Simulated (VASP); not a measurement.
Wanted: the native input for a VASP 6.6.1 run.

- Task: single point
- Functional: PBE
- Dispersion: D3(BJ)
- Potentials or basis: VASP PAW PBE potentials, release 64 (C, H)
- Cutoff: 520 eV
- k mesh: 6 × 4 × 1
- Occupations: gaussian, width 0.1 eV
- Spin: no spin polarisation
- Dipole correction: yes
- Further INCAR settings: LREAL = Auto; ALGO = Fast; EDIFF = 1e-06; NBANDS = 56

The structure of HC20 lies in POSCAR:

```
HC20
1.0
    4.9292027291      0.0000000000      0.0000000000
    0.0000000000      6.8054113579      0.0000000000
    0.0000000000      0.0000000000     22.2346643469
C H
20 1
Direct
    0.3122885183      0.2500141188      0.1798992752
    0.8122885183      0.2500141188      0.1798992752
    0.0622635010      0.2500141188      0.2119095571
    0.5622635010      0.2500141188      0.2119095571
    0.1871989222      0.7499858812      0.2279080302
    0.6871989222      0.7499858812      0.2279080302
    0.4371739048      0.7499858812      0.2599183120
    0.9371739048      0.7499858812      0.2599183120
    0.0621093260      0.2500141188      0.2759167852
    0.5621093260      0.2500141188      0.2759167852
    0.3120409925      0.2500133946      0.3071026518
    0.8120409925      0.2500133946      0.3071026518
    0.4371093881      0.7499905632      0.3309339292
    0.9371093881      0.7499905632      0.3309339292
    0.1866551682      0.7499900467      0.3565506911
    0.6866551682      0.7499900467      0.3565506911
    0.3119519864      0.2500147752      0.3740490919
    0.8119519864      0.2500147752      0.3740490919
    0.0621664184      0.2500173699      0.4018349100
    0.5621664184      0.2500173699      0.4018349100
    0.0621664184      0.4166840366      0.5502518120
```

The input as run:

INCAR

```
SYSTEM = HC20
ALGO = Fast
DIPOL = 0.5 0.5 0.305
EDIFF = 1E-6
ENCUT = 520
GGA = PE
IDIPOL = 3
ISIF = 2
ISMEAR = 0
IVDW = 12
LASPH = .TRUE.
LCHARG = .FALSE.
LDIPOL = .TRUE.
LREAL = Auto
LWAVE = .FALSE.
NBANDS = 56
NELM = 100
PREC = Accurate
SIGMA = 0.1
```

KPOINTS

```
k-points
0
G
  6 4 1
  0 0 0
```

Potentials or basis: VASP PAW PBE potentials, release 64 (C, H).

Command:

```sh
$ cat potpaw_PBE.64/C/POTCAR potpaw_PBE.64/H/POTCAR > POTCAR
$ mpirun -np 1 vasp_std > vasp.out
```

Results of the run:

```
Largest force              : 3.540 eV/Å
Band gap on the k mesh     : zero (an odd number of electrons rules out a gap without spin polarisation)
Dispersion energy per atom : -0.103 eV
```

Caveat: an odd number of electrons without spin polarisation forces a metal; a magnetic or distorted state may lie lower.

It took 31 min on 1 thread of AMD EPYC 9755 128-Core Processor, on a shared host, peak memory 0.84 GiB.
